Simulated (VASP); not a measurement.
# Au (Cmcm) in VASP: a series of runs

Runs on Au. Level: LDA. Tasks: single point.

Everything below comes from runs of VASP 6.6.1. Logs are shortened: lines on timing, memory, paths and dates and some standing lists are left out, and cuts for length are marked.

### Step 1. The cell of the first run

Symmetry: Cmcm, No. 63, orthorhombic system. Conventional cell: a = 2.804 Å, b = 5.078 Å, c = 4.860 Å, α = 90.00°, β = 90.00°, γ = 90.00°. Au (site symmetry m2m) has 12 Au at 2.80 to 2.95 Å within 3.7 Å.

### Step 2. Single point, LDA

File INCAR:

```
PREC = Accurate ; ENCUT = 520
EDIFF = 1E-6 ; ISMEAR = -1
SIGMA = 0.05 ; LREAL = F
LASPH = T ; NELM = 60
ALGO = Fast ; ISIF = 2
LWAVE = F ; LCHARG = F
NBANDS = 18
```

File KPOINTS:

```
regular mesh
0
Gamma
  11 11 6
```

File POSCAR:

```
Au
1.0
    1.4018378006     -2.5387785952      0.0000000000
    1.4018378006      2.5387785952      0.0000000000
    0.0000000000      0.0000000000      4.8603285560
Au
2
Direct
    0.3346720300      0.6653279700      0.2500000000
    0.6653279700      0.3346720300      0.7500000000
```

Potentials or basis: VASP PAW LDA potentials, release 64 (Au).

On the command line:

```sh
$ cat potpaw_LDA.64/Au/POTCAR > POTCAR
$ mpirun -np 1 vasp_std > vasp.out
```

OUTCAR:

```text
PREC = Accurate
   ENCUT = 520
   EDIFF = 1E-6
   ISMEAR = -1
   LREAL = F
   LASPH = T
   NELM = 60
   ISIF = 2

 ion  position               nearest neighbor table
   1  0.335  0.665  0.250-   2 2.93   2 2.93   2 2.93   2 2.93   2 2.95   2 2.95
   2  0.665  0.335  0.750-   1 2.93   1 2.93   1 2.93   1 2.93   1 2.95   1 2.95

  LATTYP: Found a base centered orthorhombic cell.
 ALAT       =     2.8036756012
 B/A-ratio  =     1.8110359088
 C/A-ratio  =     1.7335559627

  Lattice vectors:

 A1 = (   1.4018378006,  -2.5387785952,   0.0000000000)
 A2 = (   1.4018378006,   2.5387785952,   0.0000000000)
 A3 = (   0.0000000000,   0.0000000000,   4.8603285560)

Analysis of symmetry for initial positions (statically):
=====================================================================
 Subroutine PRICEL returns:
 Original cell was already a primitive cell.

 Routine SETGRP: Setting up the symmetry group for a
 base centered orthorhombic supercell.

 Subroutine GETGRP returns: Found  8 space group operations
 (whereof  4 operations were pure point group operations)
 out of a pool of  8 trial point group operations.

The static configuration has the point symmetry C_2h.
 The point group associated with its full space group is D_2h.

Analysis of symmetry for dynamics (positions and initial velocities):
=====================================================================
 Subroutine PRICEL returns:
 Original cell was already a primitive cell.

 Routine SETGRP: Setting up the symmetry group for a
 base centered orthorhombic supercell.

 Subroutine GETGRP returns: Found  8 space group operations
 (whereof  4 operations were pure point group operations)
 out of a pool of  8 trial point group operations.

The dynamic configuration has the point symmetry C_2h.
 The point group associated with its full space group is D_2h.

 Subroutine INISYM returns: Found  8 space group operations
 (whereof  4 operations are pure point group operations),
 and found     1 'primitive' translations

----------------------------------------------------------------------------------------

                                     Primitive cell

  volume of cell :      34.5954

  direct lattice vectors                    reciprocal lattice vectors
     1.401837801 -2.538778595  0.000000000     0.356674645 -0.196945098  0.000000000
     1.401837801  2.538778595  0.000000000     0.356674645  0.196945098  0.000000000
     0.000000000  0.000000000  4.860328556     0.000000000  0.000000000  0.205747408

  length of vectors
     2.900094132  2.900094132  4.860328556     0.407436098  0.407436098  0.205747408

  position of ions in fractional coordinates (direct lattice)
     0.334672030  0.665327970  0.250000000
     0.665327970  0.334672030  0.750000000

  ion indices of the primitive-cell ions
   primitive index   ion index
                 1           1
                 2           2

----------------------------------------------------------------------------------------

 KPOINTS: regular mesh

Automatic generation of k-mesh.
 Grid dimensions read from file:
 generate k-points for:   11   11    6

 Generating k-lattice:

  Cartesian coordinates                     Fractional coordinates (reciprocal lattice)
     0.032424968 -0.017904100  0.000000000     0.090909091  0.000000000  0.000000000
     0.032424968  0.017904100  0.000000000     0.000000000  0.090909091  0.000000000
     0.000000000  0.000000000  0.034291235     0.000000000  0.000000000  0.166666667

  Length of vectors
     0.037039645  0.037039645  0.034291235

  Shift w.r.t. Gamma in fractional coordinates (k-lattice)
     0.000000000  0.000000000  0.000000000

 Subroutine IBZKPT returns following result:
 ===========================================

 Found    144 irreducible k-points:

 Following reciprocal coordinates:
            Coordinates               Weight
  0.000000  0.000000  0.000000      1.000000
  0.090909  0.000000  0.000000      4.000000
  0.181818  0.000000  0.000000      4.000000
  0.272727  0.000000  0.000000      4.000000
  0.363636  0.000000  0.000000      4.000000
  0.454545  0.000000  0.000000      4.000000
[... 16 lines left out ...]
 -0.272727  0.181818  0.000000      4.000000
 -0.181818  0.181818  0.000000      2.000000
 [... further k-points ...]
   k-points           NKPTS =    144   k-points in BZ     NKDIM =    144   number of bands    NBANDS=     18
   number of dos      NEDOS =    301   number of ions     NIONS =      2
   total plane-waves  NPLWV =  20736
   dimension x,y,z NGX =    24 NGY =   24 NGZ =   36
   dimension x,y,z NGXF=    48 NGYF=   48 NGZF=   72
   ions per type =               2
   NGX,Y,Z   is equivalent  to a cutoff of  13.76, 13.76, 12.31 a.u.
   NGXF,Y,Z  is equivalent  to a cutoff of  27.52, 27.52, 24.63 a.u.
 SYSTEM =  unknown system
   PREC   = accura    normal or accurate (medium, high low for compatibility)
   ISTART =      0    job   : 0-new  1-cont  2-samecut
   ICHARG =      2    charge: 1-file 2-atom 10-const
   ISPIN  =      1    spin polarized calculation?
   LNONCOLLINEAR =      F non collinear calculations
   LSORBIT =      F    spin-orbit coupling
   LASPH  =      T    aspherical Exc in radial PAW
   ENCUT  =  520.0 eV  38.22 Ry    6.18 a.u.   5.39  5.39  9.04*2*pi/ulx,y,z
   NELM   =     60;   NELMIN=  2; NELMDL= -5     # of ELM steps
   EDIFF  = 0.1E-05   stopping-criterion for ELM
   LREAL  =      F    real-space projection
   EDIFFG = 0.1E-04   stopping-criterion for IOM
   NSW    =      0    number of steps for IOM
   IBRION =     -1    ionic relax: 0-MD 1-quasi-New 2-CG
   NFREE  =      0    steps in history (QN), initial steepest desc. (CG)
   ISIF   =      2    stress and relaxation
   ISYM   =      2    0-nonsym 1-usesym 2-fastsym
   POTIM  = 0.5000    time-step for ionic-motion
   TEBEG  =    0.0;   TEEND  =   0.0 temperature during run
   PSTRESS=    0.0 pullay stress
   NELECT =      22.0000    total number of electrons
   NUPDOWN=      -1.0000    fix difference up-down
   EMIN   =  10.00;   EMAX   =-10.00  energy-range for DOS
   EFERMI =   0.00;   METHOD = LEGACY
   ISMEAR =    -1;   SIGMA  =   0.05  broadening in eV -4-tet -1-fermi 0-gaus
   EFERMI_NEDOS =   21; number of points for ismear=-14 and -15
   IALGO  =     68    algorithm
   IMIX   =      4    mixing-type and parameters
     AMIX     =   0.40;   BMIX     =  1.00
     AMIX_MAG =   1.60;   BMIX_MAG =  1.00
  volume/ion in A,a.u.               =      17.30       116.73
  Fermi-wavevector in a.u.,A,eV,Ry     =   1.407807  2.660369 26.965649  1.981919
  Thomas-Fermi vector in A             =   2.530028
   LORBIT       =      0    0 simple, 1 ext, 2 COOP (PROOUT), +10 PAW based schemes
   GGA     = CA    functional components
   LHFCALC =     F    Hartree Fock is set to
   AEXX    =    0.0000 exact exchange contribution
   IVDW    =     0    specifies the selected vdW correction
   LEPSILON=     F    determine dielectric tensor
   LRPA    =     F    only Hartree local field effects (RPA)
 non-spin polarized calculation
 RMM-DIIS sequential band-by-band and
  energy-cutoff  :      520.00
  volume of cell :       34.60
 maximum number of plane-waves:       946
 NGX is ok and might be reduce to    24
   NGX = 11   NGY = 11   NGZ = 19

 number of electron      21.9999996 magnetization

 Free energy of the ion-electron system (eV)
  ---------------------------------------------------
  ext. energy  EPLUGINS =         0.00000000
  ---------------------------------------------------
  free energy    TOTEN  =        -8.84393195 eV

  energy without entropy =       -8.83652754  energy(sigma->0) =       -8.84022974

 E-fermi :   8.9629     XC(G=0): -12.8949

 val. band max:        8.9550193363   @ k =  -0.4545   0.1818   0.5000
 cond. band min:       8.9672757706   @ k =  -0.0909   0.0909   0.0000
 fundamental gap:      0.0122564342
 Fermi energy:         8.9628933699

 k-point     1 :       0.0000    0.0000    0.0000
  band No.  band energies     occupation
      1      -0.7265      2.00000
      2       1.6892      2.00000
      3       4.1444      2.00000
      4       4.2077      2.00000
      5       4.5527      2.00000
      6       4.8076      2.00000
[... 10 lines left out ...]
     17      27.0298      0.00000
     18      27.9845      0.00000

 k-point     2 :       0.0909    0.0000    0.0000
  band No.  band energies     occupation
      1      -0.4581      2.00000
      2       1.9168      2.00000
      3       4.1057      2.00000
      4       4.4044      2.00000
      5       4.6267      2.00000
      6       4.8190      2.00000
[... 10 lines left out ...]
     17      26.1366      0.00000
     18      26.8473      0.00000

 k-point     3 :       0.1818    0.0000    0.0000
  band No.  band energies     occupation
      1       0.2951      2.00000
      2       2.4646      2.00000
      3       3.9716      2.00000
      4       4.5121      2.00000
      5       4.5355      2.00000
      6       4.8915      2.00000
[... 10 lines left out ...]
     17      25.4458      0.00000
     18      26.3128      0.00000

 k-point     4 :       0.2727    0.0000    0.0000
  band No.  band energies     occupation
      1       1.3130      2.00000
      2       2.7305      2.00000
      3       3.6946      2.00000
      4       4.1477      2.00000
      5       4.3957      2.00000
      6       4.8475      2.00000
[... 10 lines left out ...]
     17      24.6921      0.00000
     18      25.7315      0.00000

 k-point     5 :       0.3636    0.0000    0.0000
  band No.  band energies     occupation
      1       2.0632      2.00000
      2       2.5189      2.00000
      3       3.1041      2.00000
      4       4.5218      2.00000
      5       4.5919      2.00000
      6       4.8813      2.00000
[... 10 lines left out ...]
     17      22.2910      0.00000
     18      24.4560      0.00000

 k-point     6 :       0.4545    0.0000    0.0000
  band No.  band energies     occupation
      1       2.2680      2.00000
      2       2.3369      2.00000
      3       2.8034      2.00000
      4       4.4442      2.00000
      5       4.7474      2.00000
      6       4.9554      2.00000
[... 10 lines left out ...]
     17      20.9847      0.00000
     18      23.7058      0.00000

 k-point     7 :       0.0909    0.0909    0.0000
  band No.  band energies     occupation
      1       0.0743      2.00000
      2       2.3380      2.00000
      3       4.0609      2.00000
      4       4.7173      2.00000
      5       4.7902      2.00000
      6       4.8104      2.00000
[... 10 lines left out ...]
     17      25.6016      0.00000
     18      26.6448      0.00000

 k-point     8 :       0.1818    0.0909    0.0000
  band No.  band energies     occupation
      1       1.0022      2.00000
      2       2.8587      2.00000
      3       3.8524      2.00000
      4       3.9794      2.00000
      5       4.4497      2.00000
      6       4.7597      2.00000
[... 10 lines left out ...]
     17      26.0550      0.00000
     18      26.4351      0.00000
[... 229 lines left out ...]
     17      21.1541      0.00000
     18      22.8168      0.00000

 k-point    20 :       0.4545    0.1818    0.0000
  band No.  band energies     occupation
      1       2.8776      2.00000
      2       2.8942      2.00000
      3       2.9193      2.00000
      4       4.3193      2.00000
      5       4.5914      2.00000
      6       4.6344      2.00000
[... 10 lines left out ...]
     17      21.3369      0.00000
     18      22.7774      0.00000

 k-point    21 :      -0.4545    0.1818    0.0000
  band No.  band energies     occupation
      1       2.6485      2.00000
      2       3.0863      2.00000
      3       3.1617      2.00000
      4       3.9251      2.00000
      5       4.3445      2.00000
      6       4.8015      2.00000
[... 10 lines left out ...]
     17      22.8839      0.00000
     18      23.2910      0.00000

 k-point    22 :      -0.3636    0.1818    0.0000
  band No.  band energies     occupation
      1       1.8334      2.00000
      2       3.2101      2.00000
      3       3.4705      2.00000
      4       3.5743      2.00000
      5       4.3978      2.00000
      6       4.4941      2.00000
[... 10 lines left out ...]
     17      24.1351      0.00000
     18      25.0343      0.00000

 k-point    23 :      -0.2727    0.1818    0.0000
  band No.  band energies     occupation
      1       0.8602      2.00000
      2       2.6883      2.00000
      3       3.7252      2.00000
      4       4.0713      2.00000
      5       4.1996      2.00000
      6       4.8530      2.00000
[... 10 lines left out ...]
     17      25.4701      0.00000
     18      26.0740      0.00000

 k-point    24 :      -0.1818    0.1818    0.0000
  band No.  band energies     occupation
      1       0.2085      2.00000
      2       2.3323      2.00000
      3       3.8114      2.00000
      4       4.1966      2.00000
      5       4.5415      2.00000
      6       4.9220      2.00000
[... 10 lines left out ...]
     17      25.6185      0.00000
     18      25.8727      0.00000

 [... further k-points ...]
[... 5 lines left out ...]
  --------------------------------------------------------------------------------------
  -------------------------------------------------------------------------------------
  Total       -0.7721706     -1.6942450     -1.6116912      0.0000000      0.0000000      0.0000000
  in kB      -35.7606701    -78.4636641    -74.6404406      0.0000000      0.0000000      0.0000000
  external PRESSURE =     -62.9549249 kB  Pullay stress =       0.0000000 kB

 VOLUME and BASIS-vectors are now :
 -----------------------------------------------------------------------------
  energy-cutoff  :      520.00
  volume of cell :       34.60
      direct lattice vectors                 reciprocal lattice vectors
     1.401837801 -2.538778595  0.000000000     0.356674645 -0.196945098  0.000000000
     1.401837801  2.538778595  0.000000000     0.356674645  0.196945098  0.000000000
     0.000000000  0.000000000  4.860328556     0.000000000  0.000000000  0.205747408

 POSITION                                       TOTAL-FORCE (eV/Angst)
 -----------------------------------------------------------------------------------
      1.40184      0.83946      1.21508         0.000000     -0.022535      0.000000
      1.40184     -0.83946      3.64525         0.000000      0.022535     -0.000000
 -----------------------------------------------------------------------------------
    total drift:                               -0.000000     -0.000000     -0.000000

  FREE ENERGIE OF THE ION-ELECTRON SYSTEM (eV)
  ---------------------------------------------------
  free  energy   TOTEN  =        -8.8439319499 eV

  energy  without entropy=       -8.8365275389  energy(sigma->0) =       -8.84022974
```

It took 30 s on 1 thread of Intel Xeon Platinum 8488C (Sapphire Rapids), shared host; peak memory 0.19 GiB.

What came out:

```
Free energy            : -8.8439 eV
Pressure               : -6.3 GPa
Largest force          : 0.023 eV/Å
Band gap on the k mesh : zero (band 11 reaches 12.75 eV, above the bottom of band 12 at 6.47 eV)
```

Forces on the atoms (eV/Å):
```
Au   0.000 -0.023  0.000
Au   0.000  0.023  0.000
```

Stress tensor (GPa, compression positive):
```
-3.58  0.00  0.00
 0.00 -7.85  0.00
 0.00  0.00 -7.46
```

Levels at points of the mesh, in eV from the Fermi level:
```
           k point  band 8  band 9  band 10  band 11  band 12  band 13  band 14  band 15
(0.00, 0.00, 0.00)   -3.50   -3.32    -2.15    -2.07    -1.12     2.53    14.59    15.55
(0.00, 0.00, 0.50)   -4.22   -2.64    -2.64    -2.48    -2.48    10.36    10.36    14.91
```

Caveat: spin-orbit coupling is left out, which moves the levels of the heavy elements.

### Step 3. Single point, LDA

This run uses another cell than the first one, of 17.65 Å³/atom, 1.020 times its volume.

File INCAR:

```
SYSTEM = Au
ALGO = Fast
EDIFF = 1E-6
ENCUT = 520
ISIF = 2
ISMEAR = -1
LASPH = .True.
LCHARG = .False.
LREAL = .False.
LWAVE = .False.
NBANDS = 18
NELM = 80
PREC = Accurate
SIGMA = 0.05
```

File KPOINTS:

```
k-points
0
Gamma
  11 11 6
  0 0 0
```

File POSCAR:

```
Au
1.0
    1.4113099650     -2.5559330250      0.0000000000
    1.4113099650      2.5559330250      0.0000000000
    0.0000000000      0.0000000000      4.8931696100
Au
2
Direct
    0.3346720300      0.6653279700      0.2500000000
    0.6653279700      0.3346720300      0.7500000000
```

Potentials or basis: VASP PAW LDA potentials, release 64 (Au).

On the command line:

```sh
$ cat potpaw_LDA.64/Au/POTCAR > POTCAR
$ mpirun -np 1 vasp_std > vasp.out
```

Run time: 31 s. Hardware: 1 thread of Intel Xeon Platinum 8488C (Sapphire Rapids), shared host; peak memory 0.19 GiB.

It converged, with:

```
Free energy            : -8.8100 eV
Pressure               : -9.2 GPa
Largest force          : 0.015 eV/Å
Band gap on the k mesh : zero (band 11 reaches 12.35 eV, above the bottom of band 12 at 6.17 eV)
```

Forces in eV/Å, atoms in the order of the input:
```
Au   0.000 -0.015  0.000
Au   0.000  0.015  0.000
```

Stress tensor (GPa, compression positive):
```
 -6.88   0.00   0.00
  0.00 -10.66   0.00
  0.00   0.00 -10.09
```

Levels at points of the mesh, in eV from the Fermi level:
```
           k point  band 8  band 9  band 10  band 11  band 12  band 13  band 14  band 15
(0.00, 0.00, 0.00)   -3.43   -3.26    -2.13    -2.05    -1.02     2.43    14.59    15.53
(0.00, 0.00, 0.50)   -4.12   -2.60    -2.60    -2.44    -2.44    10.23    10.23    14.90
```

Caveat: spin-orbit coupling is left out, which moves the levels of the heavy elements.
